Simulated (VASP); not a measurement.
# WS2 (P-3m1) in VASP: notebook

WS2 is run at these levels: PBE+D3(BJ); tasks: single point.

All numbers are computed with VASP 6.6.1; they aren't measurements. Logs are shortened: lines on timing, memory, paths and dates and some standing lists are left out, and cuts for length are marked.

## (1) The cell of the first run

The typed cell holds 6 atoms: a = 3.091 Å, b = 3.091 Å, c = 12.294 Å, α = 90.00°, β = 90.00°, γ = 120.00°.

## (2) Single point, PBE+D3(BJ) (biaxial strain in the a-b plane: -2.0 %)

The input, INCAR:

```
SYSTEM = WS2
PREC     = Accurate       ! precision mode
ENCUT    = 520            ! plane-wave cutoff, eV
EDIFF    = 1E-6           ! SCF threshold, eV
ISMEAR   = 0              ! smearing method
SIGMA    = 0.02           ! smearing width, eV
LREAL    = .FALSE.        ! projectors in reciprocal space
LASPH    = .TRUE.         ! aspherical terms in the spheres
NELM     = 100            ! most SCF steps
ALGO     = Normal         ! electronic algorithm
ISIF     = 2              ! what is computed and relaxed
LWAVE    = .FALSE.        ! write WAVECAR
LCHARG   = .TRUE.         ! write CHGCAR
GGA      = PE             ! functional
IVDW     = 12             ! dispersion correction
LELF     = .TRUE.         ! ELF
LVHAR    = .TRUE.       
NBANDS   = 35             ! bands
```

The input, KPOINTS:

```
regular mesh
0
G
  12 12 4
  0 0 0
```

The input, POSCAR:

```
WS2
1.0
    3.0910675522      0.0000000000      0.0000000000
   -1.5455337761      2.6769430250      0.0000000000
    0.0000000000      0.0000000000     12.2935506735
W S
2 4
Direct
    0.3333333333      0.6666666667      0.7500610032
    0.6666666667      0.3333333333      0.2499389968
    0.3333333333      0.6666666667      0.1197001014
    0.6666666667      0.3333333333      0.6198211815
    0.3333333333      0.6666666667      0.3801788185
    0.6666666667      0.3333333333      0.8802998986
```

Potentials or basis: VASP PAW PBE potentials, release 64 (W_sv, S).

Launch:

```sh
$ cat potpaw_PBE.64/W_sv/POTCAR potpaw_PBE.64/S/POTCAR > POTCAR
$ mpirun -np 1 vasp_std > vasp.out
```

OUTCAR:

```text
SYSTEM = WS2
   PREC = Accurate
   ENCUT = 520
   EDIFF = 1E-6
   ISMEAR = 0
   LREAL = .FALSE.
   LASPH = .TRUE.
   NELM = 100
   ISIF = 2
   GGA = PE
   IVDW = 12
 IVDW          = 12

 ion  position               nearest neighbor table
   1  0.333  0.667  0.750-   6 2.40   6 2.40   6 2.40   4 2.40   4 2.40   4 2.40
   2  0.667  0.333  0.250-   3 2.40   3 2.40   3 2.40   5 2.40   5 2.40   5 2.40
   3  0.333  0.667  0.120-   2 2.40   2 2.40   2 2.40
   4  0.667  0.333  0.620-   1 2.40   1 2.40   1 2.40
   5  0.333  0.667  0.380-   2 2.40   2 2.40   2 2.40
   6  0.667  0.333  0.880-   1 2.40   1 2.40   1 2.40

  LATTYP: Found a hexagonal cell.
 ALAT       =     3.0910675522
 C/A-ratio  =     3.9771213233

  Lattice vectors:

 A1 = (   3.0910675522,   0.0000000000,   0.0000000000)
 A2 = (  -1.5455337761,   2.6769430250,   0.0000000000)
 A3 = (   0.0000000000,   0.0000000000,  12.2935506735)

Analysis of symmetry for initial positions (statically):
=====================================================================
 Subroutine PRICEL returns:
 Original cell was already a primitive cell.

 Routine SETGRP: Setting up the symmetry group for a
 hexagonal supercell.

 Subroutine GETGRP returns: Found 12 space group operations
 (whereof 12 operations were pure point group operations)
 out of a pool of 24 trial point group operations.

The static configuration has the point symmetry D_3d.

Analysis of symmetry for dynamics (positions and initial velocities):
=====================================================================
 Subroutine PRICEL returns:
 Original cell was already a primitive cell.

 Routine SETGRP: Setting up the symmetry group for a
 hexagonal supercell.

 Subroutine GETGRP returns: Found 12 space group operations
 (whereof 12 operations were pure point group operations)
 out of a pool of 24 trial point group operations.

The dynamic configuration has the point symmetry D_3d.

 Subroutine INISYM returns: Found 12 space group operations
 (whereof 12 operations are pure point group operations),
 and found     1 'primitive' translations

----------------------------------------------------------------------------------------

                                     Primitive cell

  volume of cell :     101.7244

  direct lattice vectors                    reciprocal lattice vectors
     3.091067552  0.000000000  0.000000000     0.323512826  0.186780217  0.000000000
    -1.545533776  2.676943025  0.000000000     0.000000000  0.373560435  0.000000000
     0.000000000  0.000000000 12.293550674     0.000000000  0.000000000  0.081343464

  length of vectors
     3.091067552  3.091067552 12.293550674     0.373560435  0.373560435  0.081343464

  position of ions in fractional coordinates (direct lattice)
     0.333333333  0.666666667  0.750061003
     0.666666667  0.333333333  0.249938997
     0.333333333  0.666666667  0.119700101
     0.666666667  0.333333333  0.619821182
     0.333333333  0.666666667  0.380178818
     0.666666667  0.333333333  0.880299899

  ion indices of the primitive-cell ions
   primitive index   ion index
                 1           1
                 2           2
                 3           3
                 4           4
                 5           5
                 6           6

----------------------------------------------------------------------------------------

 KPOINTS: regular mesh

Automatic generation of k-mesh.
 Grid dimensions read from file:
 generate k-points for:   12   12    4

 Generating k-lattice:

  Cartesian coordinates                     Fractional coordinates (reciprocal lattice)
     0.026959402  0.015565018  0.000000000     0.083333333  0.000000000  0.000000000
     0.000000000  0.031130036  0.000000000     0.000000000  0.083333333  0.000000000
     0.000000000  0.000000000  0.020335866     0.000000000  0.000000000  0.250000000

  Length of vectors
     0.031130036  0.031130036  0.020335866

  Shift w.r.t. Gamma in fractional coordinates (k-lattice)
     0.000000000  0.000000000  0.000000000

 Subroutine IBZKPT returns following result:
 ===========================================

 Found     69 irreducible k-points:

 Following reciprocal coordinates:
            Coordinates               Weight
  0.000000  0.000000  0.000000      1.000000
  0.083333  0.000000  0.000000      6.000000
  0.166667  0.000000  0.000000      6.000000
  0.250000  0.000000  0.000000      6.000000
  0.333333  0.000000  0.000000      6.000000
  0.416667  0.000000  0.000000      6.000000
[... 16 lines left out ...]
  0.166667  0.000000  0.250000      6.000000
  0.000000  0.166667  0.250000      6.000000
 [... further k-points ...]
   k-points           NKPTS =     69   k-points in BZ     NKDIM =     69   number of bands    NBANDS=     35
   number of dos      NEDOS =    301   number of ions     NIONS =      6
   total plane-waves  NPLWV =  55296
   dimension x,y,z NGX =    24 NGY =   24 NGZ =   96
   dimension x,y,z NGXF=    48 NGYF=   48 NGZF=  192
   ions per type =               2   4
   NGX,Y,Z   is equivalent  to a cutoff of  12.91, 12.91, 12.98 a.u.
   NGXF,Y,Z  is equivalent  to a cutoff of  25.82, 25.82, 25.96 a.u.
 SYSTEM =  WS2
   PREC   = accura    normal or accurate (medium, high low for compatibility)
   ISTART =      0    job   : 0-new  1-cont  2-samecut
   ICHARG =      2    charge: 1-file 2-atom 10-const
   ISPIN  =      1    spin polarized calculation?
   LNONCOLLINEAR =      F non collinear calculations
   LSORBIT =      F    spin-orbit coupling
   LASPH  =      T    aspherical Exc in radial PAW
   ENCUT  =  520.0 eV  38.22 Ry    6.18 a.u.   5.75  5.75 22.86*2*pi/ulx,y,z
   NELM   =    100;   NELMIN=  2; NELMDL= -5     # of ELM steps
   EDIFF  = 0.1E-05   stopping-criterion for ELM
   LREAL  =      F    real-space projection
   EDIFFG = 0.1E-04   stopping-criterion for IOM
   NSW    =      0    number of steps for IOM
   IBRION =     -1    ionic relax: 0-MD 1-quasi-New 2-CG
   NFREE  =      0    steps in history (QN), initial steepest desc. (CG)
   ISIF   =      2    stress and relaxation
   ISYM   =      2    0-nonsym 1-usesym 2-fastsym
   POTIM  = 0.5000    time-step for ionic-motion
   TEBEG  =    0.0;   TEEND  =   0.0 temperature during run
   PSTRESS=    0.0 pullay stress
   NELECT =      52.0000    total number of electrons
   NUPDOWN=      -1.0000    fix difference up-down
   EMIN   =  10.00;   EMAX   =-10.00  energy-range for DOS
   EFERMI =   0.00;   METHOD = LEGACY
   ISMEAR =     0;   SIGMA  =   0.02  broadening in eV -4-tet -1-fermi 0-gaus
   EFERMI_NEDOS =   21; number of points for ismear=-14 and -15
   IALGO  =     38    algorithm
   IMIX   =      4    mixing-type and parameters
     AMIX     =   0.40;   BMIX     =  1.00
     AMIX_MAG =   1.60;   BMIX_MAG =  1.00
  volume/ion in A,a.u.               =      16.95       114.41
  Fermi-wavevector in a.u.,A,eV,Ry     =   1.308984  2.473621 23.312749  1.713439
  Thomas-Fermi vector in A             =   2.439614
   LORBIT       =      0    0 simple, 1 ext, 2 COOP (PROOUT), +10 PAW based schemes
   GGA     = PE    functional components
   LHFCALC =     F    Hartree Fock is set to
   AEXX    =    0.0000 exact exchange contribution
   IVDW    =    12    specifies the selected vdW correction
   LEPSILON=     F    determine dielectric tensor
   LRPA    =     F    only Hartree local field effects (RPA)
 non-spin polarized calculation
 Gauss-broadening in eV      SIGMA  =   0.02
  energy-cutoff  :      520.00
  volume of cell :      101.72
 maximum number of plane-waves:      2762
 NGX is ok and might be reduce to    24
   NGX = 11   NGY = 11   NGZ = 45

 number of electron      52.0000001 magnetization

 Free energy of the ion-electron system (eV)
  ---------------------------------------------------
  ext. energy  EPLUGINS =         0.00000000
  ---------------------------------------------------
  free energy    TOTEN  =       -47.02986960 eV

  energy without entropy =      -47.02986960  energy(sigma->0) =      -47.02986960

 E-fermi :   8.0638     XC(G=0): -11.2226

 val. band max:        7.8569318564   @ k =   0.0000   0.0000   0.0000
 cond. band min:       8.8374822355   @ k =   0.1667   0.1667   0.0000
 fundamental gap:      0.9805503791
 Fermi energy:         8.0637914174

 k-point     1 :       0.0000    0.0000    0.0000
  band No.  band energies     occupation
      1     -66.5032      2.00000
      2     -66.5031      2.00000
      3     -30.8097      2.00000
      4     -30.8096      2.00000
      5     -30.5520      2.00000
      6     -30.5520      2.00000
[... 27 lines left out ...]
     34      10.6608      0.00000
     35      13.2187      0.00000

 k-point     2 :       0.0833    0.0000    0.0000
  band No.  band energies     occupation
      1     -66.5015      2.00000
      2     -66.5015      2.00000
      3     -30.8041      2.00000
      4     -30.8041      2.00000
      5     -30.5828      2.00000
      6     -30.5828      2.00000
[... 27 lines left out ...]
     34      10.7669      0.00000
     35      13.7816      0.00000

 k-point     3 :       0.1667    0.0000    0.0000
  band No.  band energies     occupation
      1     -66.4968      2.00000
      2     -66.4968      2.00000
      3     -30.7888      2.00000
      4     -30.7888      2.00000
      5     -30.6662      2.00000
      6     -30.6662      2.00000
[... 27 lines left out ...]
     34      11.3094      0.00000
     35      14.7801      0.00000
[... 723 lines left out ...]
 k-point    23 :       0.1667    0.0000    0.2500
  band No.  band energies     occupation
      1     -66.4968      2.00000
      2     -66.4968      2.00000
      3     -30.7888      2.00000
      4     -30.7888      2.00000
      5     -30.6662      2.00000
      6     -30.6662      2.00000
[... 27 lines left out ...]
     34      11.2911      0.00000
     35      14.8192      0.00000

 k-point    24 :       0.0000    0.1667    0.2500
  band No.  band energies     occupation
      1     -66.4968      2.00000
      2     -66.4968      2.00000
      3     -30.7888      2.00000
      4     -30.7888      2.00000
      5     -30.6662      2.00000
      6     -30.6662      2.00000
[... 27 lines left out ...]
     34      11.2911      0.00000
     35      14.8188      0.00000

 [... further k-points ...]

------------------------ aborting loop because EDIFF is reached ----------------------------------------

 Edisp (eV)   -2.68614

 E8    (eV) :    -1.1289

  FORCE on cell =-STRESS in cart. coord.  units (eV):
  Direction    XX          YY          ZZ          XY          YZ          ZX
  --------------------------------------------------------------------------------------
  -------------------------------------------------------------------------------------
  Total       3.95175     3.95175    -0.55255     0.00000     0.00000     0.00000
  in kB      62.24079    62.24079    -8.70274     0.00000     0.00000     0.00000
  external pressure =       38.59 kB  Pullay stress =        0.00 kB

 VOLUME and BASIS-vectors are now :
 -----------------------------------------------------------------------------
  energy-cutoff  :      520.00
  volume of cell :      101.72
      direct lattice vectors                 reciprocal lattice vectors
     3.091067552  0.000000000  0.000000000     0.323512826  0.186780217  0.000000000
    -1.545533776  2.676943025  0.000000000     0.000000000  0.373560435  0.000000000
     0.000000000  0.000000000 12.293550674     0.000000000  0.000000000  0.081343464

 POSITION                                       TOTAL-FORCE (eV/Angst)
 -----------------------------------------------------------------------------------
     -0.00000      1.78463      9.22091        -0.000000     -0.000000     -0.000505
      1.54553      0.89231      3.07264         0.000000      0.000000      0.000505
     -0.00000      1.78463      1.47154         0.000000     -0.000000      0.046284
      1.54553      0.89231      7.61980         0.000000     -0.000000      0.045158
     -0.00000      1.78463      4.67375        -0.000000      0.000000     -0.045158
      1.54553      0.89231     10.82201        -0.000000      0.000000     -0.046284
 -----------------------------------------------------------------------------------
    total drift:                               -0.000000      0.000000      0.000000

  FREE ENERGIE OF THE ION-ELECTRON SYSTEM (eV)
  ---------------------------------------------------
  free  energy   TOTEN  =       -49.7160085076 eV

  energy  without entropy=      -49.7160085076  energy(sigma->0) =      -49.71600851
```

Run time: 2.4 min. Hardware: 1 thread of Intel Xeon 6975P-C (Granite Rapids), shared host; peak memory 0.34 GiB.

What came out:

```
Free energy                : -49.7160 eV
Pressure                   : 3.9 GPa
Largest force              : 0.046 eV/Å
Band gap on the k mesh     : 0.98 eV (least direct gap 2.15 eV)
Dispersion energy per atom : -0.448 eV
```

Forces on the atoms (eV/Å):
```
W    0.000  0.000 -0.001
W    0.000  0.000  0.001
S    0.000  0.000  0.046
S    0.000  0.000  0.045
S    0.000  0.000 -0.045
S    0.000  0.000 -0.046
```

Stress tensor (GPa, compression positive):
```
 6.22  0.00  0.00
 0.00  6.22  0.00
 0.00  0.00 -0.87
```

Levels at points of the mesh, in eV from the valence-band top:
| k point | band 24 | band 25 | band 26 | band 27 | band 28 | band 29 |
| --- | --- | --- | --- | --- | --- | --- |
| (0.00, 0.00, 0.00) | -1.48 | -1.40 | 0.00 | 2.59 | 2.59 | 2.65 |
| (0.50, 0.00, 0.00) | -1.60 | -1.44 | -1.37 | 2.81 | 2.83 | 2.87 |
| (0.00, 0.00, 0.50) | -1.81 | -0.35 | -0.35 | 2.62 | 2.62 | 2.62 |
| (0.50, 0.00, 0.50) | -1.51 | -1.50 | -1.49 | 2.85 | 2.85 | 3.08 |

Caveat: the cell differs from its parent crystal (biaxial strain in the a-b plane: -2.0 %); the cell stands under pressure; spin-orbit coupling is left out, which moves the levels of the heavy elements.

(Part 1 of 2 ends here.)
